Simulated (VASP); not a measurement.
Here is a VASP 6.6.1 calculation.

INCAR

```
SYSTEM = LaB
PREC     = Accurate       ! precision mode
ENCUT    = 520            ! plane-wave cutoff, eV
EDIFF    = 1E-6           ! SCF threshold, eV
ISMEAR   = 0              ! smearing method
SIGMA    = 0.05           ! smearing width, eV
LREAL    = .False.        ! projectors in reciprocal space
LASPH    = .True.         ! aspherical terms in the spheres
NELM     = 80             ! most SCF steps
ALGO     = Normal         ! electronic algorithm
ISIF     = 2              ! what is computed and relaxed
LWAVE    = .False.        ! write WAVECAR
LCHARG   = .False.        ! write CHGCAR
GGA      = PE             ! functional
NBANDS   = 14             ! bands
```

Contents of KPOINTS:

```
regular mesh
0
Gamma
  10 10 10
  0 0 0
```

POSCAR

```
LaB
1.0
    0.0000000000      2.9004644809      2.9004644809
    2.9004644809      0.0000000000      2.9004644809
    2.9004644809      2.9004644809      0.0000000000
La B
1 1
Direct
    0.5000000000      0.5000000000      0.5000000000
    0.0000000000      0.0000000000      0.0000000000
```

Potentials or basis: VASP PAW PBE potentials, release 64 (La, B).

Command:

```console
$ cat potpaw_PBE.64/La/POTCAR potpaw_PBE.64/B/POTCAR > POTCAR
$ mpirun -np 1 vasp_std > vasp.out
```

(1) What does it give for the pressure?

(2) Predict the band gap on the k mesh.

## Answers

(1) -3.5 GPa.

(2) zero (bands 7 and 8 overlap by 1.80 eV).

Caveat: the cell stands under tension; spin-orbit coupling is left out, which moves the levels of the heavy elements.
